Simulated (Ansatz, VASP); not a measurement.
ZnO: VASP beside Ansatz

The input INCAR:

```
ALGO     = Normal         # electronic algorithm
EDIFF    = 1E-7           # SCF threshold, eV
EDIFFG   = -0.005         # ionic threshold
ENCUT    = 600            # plane-wave cutoff, eV
GGA      = PE             # functional
IBRION   = 2              # ionic algorithm
ISIF     = 3              # what is computed and relaxed
ISMEAR   = 0              # smearing method
IVDW     = 12             # dispersion correction
LASPH    = True           # aspherical terms in the spheres
LCHARG   = False          # write CHGCAR
LREAL    = False          # projectors in reciprocal space
LWAVE    = False          # write WAVECAR
NELM     = 80             # most SCF steps
NSW      = 100            # ionic steps
PREC     = Accurate       # precision mode
SIGMA    = 0.02           # smearing width, eV
```

Contents of KPOINTS:

```
k-points
0
Gamma
  12 12 6
```

The input POSCAR:

```
ZnO
1.0
    3.2493987239      0.0000000000      0.0000000000
   -1.6246993619      2.8140618419      0.0000000000
    0.0000000000      0.0000000000      5.2038000000
Zn O
2 2
Direct
    0.3333333333      0.6666666667      0.0000000000
    0.6666666667      0.3333333333      0.5000000000
    0.3333333333      0.6666666667      0.3821000000
    0.6666666667      0.3333333333      0.8821000000
```

Input for Ansatz:

```yaml
crystal:
  lattice:
    - [3.2493987239, 0.0, 0.0]
    - [-1.6246993619, 2.8140618419, 0.0]
    - [0.0, 0.0, 5.2038]
  atoms:
    - { symbol: Zn, position: [0.3333333333, 0.6666666667, 0.0] }
    - { symbol: Zn, position: [0.6666666667, 0.3333333333, 0.5] }
    - { symbol: O, position: [0.3333333333, 0.6666666667, 0.3821] }
    - { symbol: O, position: [0.6666666667, 0.3333333333, 0.8821] }
basis:
  ecutwfc: 420
kpoints:
  mp_grid: { grid: [12, 12, 6] }
hamiltonian:
  xc: pbe
  dispersion: d3bj
scf:
  occupations: { method: gaussian, width: 0.02 }
output:
  forces: true
  stress: true
  eigenvalues: true
relax:
  adjacent_minimum: "off"
  f_tol: 0.005
  max_steps: 80
  cell: { stress_tol: 0.05 }
```

Alike in both runs: task relaxation of cell and atoms; functional PBE; dispersion D3(BJ); k mesh 12 × 12 × 6; occupations gaussian, width 0.02 eV; no spin polarisation.

|  | VASP | Ansatz |
| --- | --- | --- |
| version | VASP 6.6.1 | Ansatz 0.2.0 |
| potentials or method | VASP PAW PBE potentials, release 64 (Zn, O), cutoff 600 eV | scalar-relativistic, plane waves, PAW |
| valence electrons in the cell | 36 | 36 |

|  | VASP | Ansatz | Ansatz less VASP |
| --- | --- | --- | --- |
| gap on the k mesh at the Fermi level, each at its own relaxed structure (eV) | 0.75 | 0.78 | +0.024 |
| relaxed volume (Å³/atom) | 12.13 | 12.06 | -0.073 |
| relaxed length of the cell vector where the two differ most in proportion (Å) | 3.261 | 3.255 | -0.0066 |
